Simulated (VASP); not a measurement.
# ZrWN2: relaxation of cell and atoms with PBE

ZrWN2:

```
CELL_PARAMETERS angstrom
1.58014 0.91230 5.19026
-1.58014 0.91230 5.19026
0.00000 -1.82459 5.19026
ATOMIC_POSITIONS crystal
Zr 0.50000 0.50000 0.50000
W 0.00000 0.00000 0.00000
N 0.73841 0.73841 0.73841
N 0.26159 0.26159 0.26159
```

```
Program                : VASP 6.6.1
Task                   : relaxation of cell and atoms
Functional             : PBE
Potentials or basis    : VASP PAW PBE potentials, release 64 (Zr_sv, W_sv, N)
Cutoff                 : 600 eV
k mesh                 : 6 × 6 × 6
Occupations            : gaussian, width 0.1 eV
Spin                   : no spin polarisation
Dipole correction      : no
Further INCAR settings : ALGO = Normal; EDIFF = 1e-07; IBRION = 2; EDIFFG = -0.04; NSW = 90; ISIF = 3
```

| Quantity | Value |
| --- | --- |
| Relaxed volume | 11.09 Å³/atom |
| Relaxed cell | a = 5.350 Å, b = 5.350 Å, c = 5.350 Å, α = 34.74°, β = 34.74°, γ = 34.74° |
| Space group after relaxing (to 0.1 Å) | R-3m (No. 166) |
| Energy gained by relaxing | 46.3 meV/atom |
| Ionic steps | 8 |
| Pressure after relaxing | 0.1 GPa |
| Largest force after relaxing | 0.037 eV/Å |
| Band gap on the k mesh | zero (bands 18 and 19 overlap by 2.29 eV) |

Forces on the atoms (eV/Å):
```
Zr   0.000  0.000  0.000
W    0.000  0.000  0.000
N    0.000  0.000  0.037
N    0.000  0.000 -0.037
```

Stress tensor (GPa, compression positive):
```
 0.19  0.00  0.00
 0.00  0.19  0.00
 0.00  0.00 -0.17
```

The path:
| step | energy change (eV) | largest force (eV/Å) | pressure (GPa) | volume (Å³) |
| --- | --- | --- | --- | --- |
| 1 | 0.0000 | 1.3833 | -0.87 | 44.89 |
| 2 | -0.1450 | 0.6203 | -0.32 | 44.49 |
| 3 | -0.1822 | 0.0177 | 1.53 | 44.14 |
| 4 | -0.1822 | 0.0078 | 1.42 | 44.16 |
| 5 | -0.1788 | 0.0053 | -3.32 | 44.88 |
| 6 | -0.1835 | 0.0027 | -0.24 | 44.40 |
| 7 | -0.1843 | 0.0131 | -0.14 | 44.39 |
| 8 | -0.1852 | 0.0369 | 0.07 | 44.37 |

Final structure:
```
Zr W N
1.0
     1.59708    0.92208    5.02193
    -1.59708    0.92208    5.02193
     0.00000   -1.84415    5.02193
Zr W N
1 1 2
Direct
  0.50000 0.50000 0.50000
  0.00000 0.00000 0.00000
  0.74649 0.74649 0.74649
  0.25351 0.25351 0.25351
```

Levels at points of the mesh, in eV from the Fermi level:
| k point | band 15 | band 16 | band 17 | band 18 | band 19 | band 20 | band 21 | band 22 |
| --- | --- | --- | --- | --- | --- | --- | --- | --- |
| (0.00, 0.00, 0.00) | -3.44 | -3.21 | -2.20 | -2.20 | -1.54 | 0.21 | 0.21 | 1.77 |
| (0.50, 0.00, 0.00) | -6.05 | -5.66 | -2.04 | -0.98 | 0.91 | 1.04 | 3.21 | 3.46 |
| (0.50, 0.50, 0.00) | -4.88 | -4.22 | -3.96 | 0.70 | 0.95 | 2.08 | 2.38 | 3.75 |
| (0.50, 0.50, 0.50) | -5.38 | -5.38 | -1.28 | -1.28 | -1.05 | -0.06 | 0.65 | 0.65 |

Run time: 13 min on 1 thread of AMD EPYC 7R13, with other jobs on the host, peak memory 0.35 GiB.

Caveat: the k points lie up to 0.38 Å⁻¹ apart in the final cell, too coarse for converged energies and pressures of a metal; spin-orbit coupling is left out, which moves the levels of the heavy elements.
